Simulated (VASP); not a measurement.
# Mo3W (P4/mmm) in VASP: a series of runs

The runs below take Mo3W through single point, with PBE.

Everything below comes from runs of VASP 6.6.1. Logs are shortened: lines on timing, memory, paths and dates and some standing lists are left out, and cuts for length are marked.

### 1 The cell of the first run

It takes space group P4/mmm (No. 123, tetragonal). Conventional cell: a = 3.134 Å, b = 3.134 Å, c = 6.272 Å, α = 90.00°, β = 90.00°, γ = 90.00°. Mo (site symmetry 4mm) has 10 Mo at 2.71 to 3.15 Å and 4 W at 2.72 Å within 3.6 Å. Within 3.6 Å of Mo (site symmetry 4/mmm) lie 12 Mo at 2.71 to 3.13 Å and 2 W at 3.14 Å. W (site symmetry 4/mmm) has 10 Mo at 2.72 to 3.14 Å and 4 W at 3.13 Å within 3.6 Å.

### 2 Single point, PBE (15.40 Å³/atom)

INCAR

```
  PREC = Accurate
  ENCUT = 520
  EDIFF = 1E-7
  ISMEAR = 0
  SIGMA = 0.1
  LREAL = False
  LASPH = True
  NELM = 80
  ALGO = Fast
  ISIF = 2
  LWAVE = False
  LCHARG = False
  GGA = PE
  NBANDS = 36
```

KPOINTS

```
regular mesh
0
Gamma
  14 14 8
```

POSCAR

```
Mo3W
1.0
    3.1340533988      0.0000000000      0.0000000000
    0.0000000000      3.1340533988      0.0000000000
    0.0000000000      0.0000000000      6.2721183368
Mo W
3 1
Direct
    0.0000000000      0.0000000000      0.7509572620
    0.5000000000      0.5000000000      0.0000000000
    0.0000000000      0.0000000000      0.2490427380
    0.5000000000      0.5000000000      0.5000000000
```

Potentials or basis: VASP PAW PBE potentials, release 64 (Mo_sv, W_sv).

Started as:

```
$ cat potpaw_PBE.64/Mo_sv/POTCAR potpaw_PBE.64/W_sv/POTCAR > POTCAR
$ mpirun -np 1 vasp_std > vasp.out
```

OUTCAR:

```text
PREC = Accurate
   ENCUT = 520
   EDIFF = 1E-7
   ISMEAR = 0
   LREAL = False
   LASPH = True
   NELM = 80
   ISIF = 2
   GGA = PE

 ion  position               nearest neighbor table
   1  0.000  0.000  0.751-   2 2.71   2 2.71   2 2.71   2 2.71   4 2.72   4 2.72   4 2.72   4 2.72
                             3 3.12   3 3.15
   2  0.500  0.500  0.000-   1 2.71   3 2.71   1 2.71   3 2.71   1 2.71   3 2.71   1 2.71   3 2.71
                             4 3.14   4 3.14
   3  0.000  0.000  0.249-   2 2.71   2 2.71   2 2.71   2 2.71   4 2.72   4 2.72   4 2.72   4 2.72
                             1 3.12   1 3.15
   4  0.500  0.500  0.500-   1 2.72   3 2.72   1 2.72   3 2.72   1 2.72   3 2.72   1 2.72   3 2.72
                             2 3.14   2 3.14

  LATTYP: Found a simple tetragonal cell.
 ALAT       =     3.1340533988
 C/A-ratio  =     2.0012799843

  Lattice vectors:

 A1 = (   3.1340533988,   0.0000000000,   0.0000000000)
 A2 = (   0.0000000000,   3.1340533988,   0.0000000000)
 A3 = (   0.0000000000,   0.0000000000,   6.2721183368)

Analysis of symmetry for initial positions (statically):
=====================================================================
 Subroutine PRICEL returns:
 Original cell was already a primitive cell.

 Routine SETGRP: Setting up the symmetry group for a
 simple tetragonal supercell.

 Subroutine GETGRP returns: Found 16 space group operations
 (whereof 16 operations were pure point group operations)
 out of a pool of 16 trial point group operations.

The static configuration has the point symmetry D_4h.

Analysis of symmetry for dynamics (positions and initial velocities):
=====================================================================
 Subroutine PRICEL returns:
 Original cell was already a primitive cell.

 Routine SETGRP: Setting up the symmetry group for a
 simple tetragonal supercell.

 Subroutine GETGRP returns: Found 16 space group operations
 (whereof 16 operations were pure point group operations)
 out of a pool of 16 trial point group operations.

The dynamic configuration has the point symmetry D_4h.

 Subroutine INISYM returns: Found 16 space group operations
 (whereof 16 operations are pure point group operations),
 and found     1 'primitive' translations

----------------------------------------------------------------------------------------

                                     Primitive cell

  volume of cell :      61.6066
[... 88 lines left out ...]
   LNONCOLLINEAR =      F non collinear calculations
   LSORBIT =      F    spin-orbit coupling
   LASPH  =      T    aspherical Exc in radial PAW
   ENCUT  =  520.0 eV  38.22 Ry    6.18 a.u.   5.83  5.83 11.66*2*pi/ulx,y,z
   NELM   =     80;   NELMIN=  2; NELMDL= -5     # of ELM steps
   EDIFF  = 0.1E-06   stopping-criterion for ELM
   LREAL  =      F    real-space projection
   EDIFFG = 0.1E-05   stopping-criterion for IOM
   NSW    =      0    number of steps for IOM
   IBRION =     -1    ionic relax: 0-MD 1-quasi-New 2-CG
   NFREE  =      0    steps in history (QN), initial steepest desc. (CG)
   ISIF   =      2    stress and relaxation
   ISYM   =      2    0-nonsym 1-usesym 2-fastsym
   POTIM  = 0.5000    time-step for ionic-motion
   TEBEG  =    0.0;   TEEND  =   0.0 temperature during run
   PSTRESS=    0.0 pullay stress
   NELECT =      56.0000    total number of electrons
   NUPDOWN=      -1.0000    fix difference up-down
   EMIN   =  10.00;   EMAX   =-10.00  energy-range for DOS
   EFERMI =   0.00;   METHOD = LEGACY
   ISMEAR =     0;   SIGMA  =   0.10  broadening in eV -4-tet -1-fermi 0-gaus
   EFERMI_NEDOS =   21; number of points for ismear=-14 and -15
   IALGO  =     68    algorithm
   IMIX   =      4    mixing-type and parameters
     AMIX     =   0.40;   BMIX     =  1.00
     AMIX_MAG =   1.60;   BMIX_MAG =  1.00
  volume/ion in A,a.u.               =      15.40       103.94
  Fermi-wavevector in a.u.,A,eV,Ry     =   1.585849  2.996820 34.217524  2.514917
  Thomas-Fermi vector in A             =   2.685251
   LORBIT       =      0    0 simple, 1 ext, 2 COOP (PROOUT), +10 PAW based schemes
   GGA     = PE    functional components
   LHFCALC =     F    Hartree Fock is set to
   AEXX    =    0.0000 exact exchange contribution
   IVDW    =     0    specifies the selected vdW correction
   LEPSILON=     F    determine dielectric tensor
   LRPA    =     F    only Hartree local field effects (RPA)
 non-spin polarized calculation
 RMM-DIIS sequential band-by-band and
 Gauss-broadening in eV      SIGMA  =   0.10
  energy-cutoff  :      520.00
  volume of cell :       61.61
 maximum number of plane-waves:      1688
 NGX is ok and might be reduce to    24
   NGX = 11   NGY = 11   NGZ = 23

 number of electron      56.0000001 magnetization

 Free energy of the ion-electron system (eV)
  ---------------------------------------------------
  ext. energy  EPLUGINS =         0.00000000
  ---------------------------------------------------
  free energy    TOTEN  =       -45.72191630 eV

  energy without entropy =      -45.70862262  energy(sigma->0) =      -45.71526946

 E-fermi :  12.6116     XC(G=0): -13.5592

 val. band max:       12.6099849890   @ k =   0.2857   0.1429   0.0000
 cond. band min:      12.6125621150   @ k =   0.0000   0.0000   0.2500
 fundamental gap:      0.0025771260
 Fermi energy:        12.6115736264

 k-point     1 :       0.0000    0.0000    0.0000
  band No.  band energies     occupation
      1     -61.5099      2.00000
      2     -48.6195      2.00000
      3     -48.3893      2.00000
      4     -48.2685      2.00000
      5     -25.7812      2.00000
      6     -25.6643      2.00000
[... 925 lines left out ...]
     35      15.1554      0.00000
     36      15.5743      0.00000

 [... further k-points ...]
[... 5 lines left out ...]
  --------------------------------------------------------------------------------------
  -------------------------------------------------------------------------------------
  Total        3.5947702      3.5947702      3.5894318      0.0000000      0.0000000      0.0000000
  in kB       93.4877464     93.4877464     93.3489119      0.0000000      0.0000000      0.0000000
  external PRESSURE =      93.4414682 kB  Pullay stress =       0.0000000 kB

 VOLUME and BASIS-vectors are now :
 -----------------------------------------------------------------------------
  energy-cutoff  :      520.00
  volume of cell :       61.61
      direct lattice vectors                 reciprocal lattice vectors
     3.134053399  0.000000000  0.000000000     0.319075610  0.000000000  0.000000000
     0.000000000  3.134053399  0.000000000     0.000000000  0.319075610  0.000000000
     0.000000000  0.000000000  6.272118337     0.000000000  0.000000000  0.159435767

 POSITION                                       TOTAL-FORCE (eV/Angst)
 -----------------------------------------------------------------------------------
      0.00000      0.00000      4.71009         0.000000      0.000000      0.009507
      1.56703      1.56703      0.00000         0.000000      0.000000      0.000000
      0.00000      0.00000      1.56203        -0.000000     -0.000000     -0.009507
      1.56703      1.56703      3.13606         0.000000      0.000000      0.000000
 -----------------------------------------------------------------------------------
    total drift:                                0.000000     -0.000000     -0.000000

  FREE ENERGIE OF THE ION-ELECTRON SYSTEM (eV)
  ---------------------------------------------------
  free  energy   TOTEN  =       -45.7219162980 eV

  energy  without entropy=      -45.7086226235  energy(sigma->0) =      -45.71526946
```

OSZICAR:

```text
N       E                     dE             d eps       ncg     rms          rms(c)
DAV:   1     0.724809315282E+03    0.72481E+03   -0.34618E+04 12976   0.171E+03
DAV:   2    -0.150196899119E+02   -0.73983E+03   -0.72404E+03 13968   0.549E+02
DAV:   3    -0.476553583597E+02   -0.32636E+02   -0.31625E+02 15892   0.113E+02
DAV:   4    -0.482508135008E+02   -0.59546E+00   -0.59085E+00 15240   0.142E+01
DAV:   5    -0.482584530218E+02   -0.76395E-02   -0.76329E-02 14744   0.163E+00    0.340E+01
RMM:   6    -0.460826840466E+02    0.21758E+01   -0.38865E+00 13013   0.124E+01    0.120E+01
RMM:   7    -0.457231529339E+02    0.35953E+00   -0.22960E+00 13574   0.807E+00    0.212E+00
RMM:   8    -0.457335208355E+02   -0.10368E-01   -0.23810E-01 16240   0.221E+00    0.135E+00
RMM:   9    -0.457223245835E+02    0.11196E-01   -0.56035E-02 16176   0.119E+00    0.404E-01
RMM:  10    -0.457219347570E+02    0.38983E-03   -0.13686E-02 17764   0.492E-01    0.192E-01
RMM:  11    -0.457218910328E+02    0.43724E-04   -0.23466E-03 17119   0.228E-01    0.555E-02
RMM:  12    -0.457219222768E+02   -0.31244E-04   -0.48186E-04 17953   0.106E-01    0.230E-02
RMM:  13    -0.457219187962E+02    0.34807E-05   -0.81664E-05 17860   0.429E-02    0.795E-03
RMM:  14    -0.457219156114E+02    0.31847E-05   -0.16127E-05 18143   0.189E-02    0.350E-03
RMM:  15    -0.457219166263E+02   -0.10149E-05   -0.37885E-06 17404   0.870E-03    0.200E-03
RMM:  16    -0.457219162255E+02    0.40084E-06   -0.82158E-07 12765   0.393E-03    0.272E-04
RMM:  17    -0.457219162980E+02   -0.72495E-07   -0.24348E-07 10598   0.188E-03
   1 F= -.45721916E+02 E0= -.45715269E+02  d E =-.132937E-01
```

stdout:

```text
POSCAR found type information on POSCAR MoW
 POSCAR found :  2 types and       4 ions
 scaLAPACK will be used
 LDA part: xc-table for (Slater+PW92), standard interpolation
 POSCAR, INCAR and KPOINTS ok, starting setup
 FFT: planning ... GRIDC
 FFT: planning ... GRID_SOFT
 FFT: planning ... GRID
 WAVECAR not read
 entering main loop
WARNING in EDDRMM: call to ZHEGV failed, returncode =   8  4     35
```

Run time: 4.8 min. Hardware: 1 thread of AMD EPYC 9R14 (Zen 4), shared host; peak memory 0.39 GiB.

What came out:

```
Free energy            : -45.7219 eV
Pressure               : 9.3 GPa
Largest force          : 0.010 eV/Å
Band gap on the k mesh : zero (bands 28 and 29 overlap by 2.04 eV)
```

Forces on the atoms (eV/Å):
```
Mo   0.000  0.000  0.010
Mo   0.000  0.000  0.000
Mo   0.000  0.000 -0.010
W    0.000  0.000  0.000
```

Caveat: the cell stands under pressure; spin-orbit coupling is left out, which moves the levels of the heavy elements.

### 3 Single point, PBE

This run uses another cell than the first one, of 15.88 Å³/atom.

INCAR

```
SYSTEM = Mo3W
ALGO = Fast ; EDIFF = 1E-7
ENCUT = 520 ; GGA = PE
ISIF = 2 ; ISMEAR = 0
LASPH = .TRUE. ; LCHARG = .FALSE.
LREAL = .FALSE. ; LWAVE = .FALSE.
NBANDS = 36 ; NELM = 60
PREC = Accurate ; SIGMA = 0.1
```

KPOINTS

```
k-points
0
G
  14 14 8
  0 0 0
```

POSCAR

```
Mo3W
1.0
    3.1659417000      0.0000000000      0.0000000000
    0.0000000000      3.1659417000      0.0000000000
    0.0000000000      0.0000000000      6.3365004000
Mo W
3 1
Direct
    0.0000000000      0.0000000000      0.7506730000
    0.5000000000      0.5000000000      0.0000000000
    0.0000000000      0.0000000000      0.2493270000
    0.5000000000      0.5000000000      0.5000000000
```

Potentials or basis: VASP PAW PBE potentials, release 64 (Mo_sv, W_sv).

Started as:

```
$ cat potpaw_PBE.64/Mo_sv/POTCAR potpaw_PBE.64/W_sv/POTCAR > POTCAR
$ mpirun -np 1 vasp_std > vasp.out
```

It took 5.2 min on 1 thread of AMD EPYC 9R14 (Zen 4), shared host; peak memory 0.39 GiB.

It converged, with:

```
Free energy            : -45.7799 eV
Pressure               : 0.5 GPa
Largest force          : 0.011 eV/Å
Band gap on the k mesh : zero (bands 28 and 29 overlap by 1.90 eV)
```

Forces in eV/Å, atoms in the order of the input:
```
Mo   0.000  0.000  0.011
Mo   0.000  0.000  0.000
Mo   0.000  0.000 -0.011
W    0.000  0.000  0.000
```

Levels at points of the mesh, in eV from the Fermi level:
```
           k point  band 24  band 25  band 26  band 27  band 28  band 29  band 30  band 31  band 32  band 33
(0.00, 0.00, 0.00)    -1.34    -1.34    -1.33    -0.67    -0.67    -0.52    -0.52     0.83     1.08     1.74
(0.50, 0.00, 0.00)    -2.64    -0.69    -0.67    -0.54    -0.53     0.83     1.07     1.33     1.33     1.74
(0.50, 0.50, 0.00)    -2.65    -2.65    -2.65     1.33     1.33     1.69     1.74     2.27     2.28     2.39
(0.00, 0.00, 0.50)    -1.38    -1.30    -1.30    -0.79    -0.64     0.06     0.21     1.48     1.48     1.86
(0.50, 0.00, 0.50)    -2.46    -1.74    -1.71    -1.70    -1.55     0.68     0.70     0.93     0.96     3.14
(0.50, 0.50, 0.50)    -3.37    -0.87    -0.87    -0.56    -0.56     1.94     1.96     2.14     2.29     2.33
```

Caveat: spin-orbit coupling is left out, which moves the levels of the heavy elements.
